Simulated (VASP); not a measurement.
**TaN: single point with PBEsol**

The system is TaN.

```
Ta N
1.0
     2.18784   -2.18784    0.00000
     2.18784    0.00000   -2.18784
     9.04005    9.04005    9.04005
Ta N
6 6
Direct
  0.66667 0.66667 0.28235
  0.00000 0.00000 0.12101
  0.33333 0.33333 0.44370
  0.66667 0.66667 0.76639
  0.00000 0.00000 0.60504
  0.33333 0.33333 0.92773
  0.00000 0.00000 0.36303
  0.33333 0.33333 0.20168
  0.66667 0.66667 0.52437
  0.00000 0.00000 0.84706
  0.33333 0.33333 0.68571
  0.66667 0.66667 0.04034
```

This cell differs from its parent crystal: the distance across one plane changed.

```json
{
  "Program": "VASP 6.6.1",
  "Task": "single point",
  "Functional": "PBEsol",
  "Potentials or basis": "VASP PAW PBE potentials, release 64 (Ta_pv, N)",
  "Cutoff": "520 eV",
  "k mesh": "22 × 22 × 4",
  "Occupations": "gaussian, width 0.15 eV",
  "Spin": "no spin polarisation"
}
```

```yaml
Pressure: -5.9 GPa
Largest_force: 1.756 eV/Å
Band_gap_on_the_k_mesh: zero (bands 48 and 49 overlap by 2.76 eV)
```

Forces in eV/Å, atoms in the order of the input:
```
Ta  -0.377 -0.377 -0.377
Ta  -0.422 -0.422 -0.422
Ta  -0.022 -0.022 -0.022
Ta  -0.037 -0.037 -0.037
Ta   0.082  0.082  0.082
Ta   1.014  1.014  1.014
N    0.002  0.002  0.002
N    0.078  0.078  0.078
N   -0.007 -0.007 -0.007
N    0.179  0.179  0.179
N    0.185  0.185  0.185
N   -0.674 -0.674 -0.674
```

Stress tensor (GPa, compression positive):
```
-5.91 -1.41 -1.41
-1.41 -5.91 -1.41
-1.41 -1.41 -5.91
```

Levels at points of the mesh, in eV from the Fermi level:
| k point | band 45 | band 46 | band 47 | band 48 | band 49 | band 50 | band 51 | band 52 |
| --- | --- | --- | --- | --- | --- | --- | --- | --- |
| (0.00, 0.00, 0.00) | -2.01 | -1.45 | -1.34 | -1.34 | -1.10 | -0.81 | -0.81 | -0.06 |
| (0.50, 0.00, 0.00) | -2.88 | -0.97 | -0.29 | 1.66 | 1.97 | 2.08 | 2.08 | 2.22 |
| (0.00, 0.00, 0.50) | -1.91 | -1.65 | -1.52 | -1.52 | -0.86 | -0.49 | -0.49 | -0.49 |
| (0.50, 0.00, 0.50) | -2.38 | -1.66 | 0.50 | 1.11 | 2.02 | 2.08 | 2.17 | 2.23 |

It took 20 min on 1 thread of Intel(R) Xeon(R) 6975P-C (Granite Rapids), on a shared host, peak memory 1 GiB.

Caveat: the cell differs from its parent crystal (the distance across one plane changed); the cell stands under tension; the PAW data sets were made with another functional, which shifts forces and pressure a little; spin-orbit coupling is left out, which moves the levels of the heavy elements.
